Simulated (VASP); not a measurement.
The system is PbS.

```
Pb S
1.0
     2.10051    1.21273    3.43019
    -2.10051    1.21273    3.43019
     0.00000   -2.42546    3.43019
Pb S
1 1
Direct
  0.97814 0.97814 0.97814
  0.47746 0.47746 0.47746
```

Program: VASP 6.6.1. Alike in all runs: task single point; potentials or basis VASP PAW PBE potentials, release 64 (Pb_d, S); no spin polarisation; cell as given; cutoff (eV) 520; smearing gaussian 0.01 eV. Hardware: 1 thread of AMD EPYC 9R45 96-Core Processor (Zen 5) (shared host).

Q: Order these runs on this cell by their wall time, lowest first.
A. level r2SCAN; k mesh 6 × 6 × 6
B. level r2SCAN; k mesh 3 × 3 × 3
C. level r2SCAN; k mesh 6 × 6 × 6, shifted
D. level r2SCAN+rVV10; k mesh 6 × 6 × 6

A: B (17 s), D (73 s), A (180 s), C (700 s).

Caveats: some runs use coarse meshes.
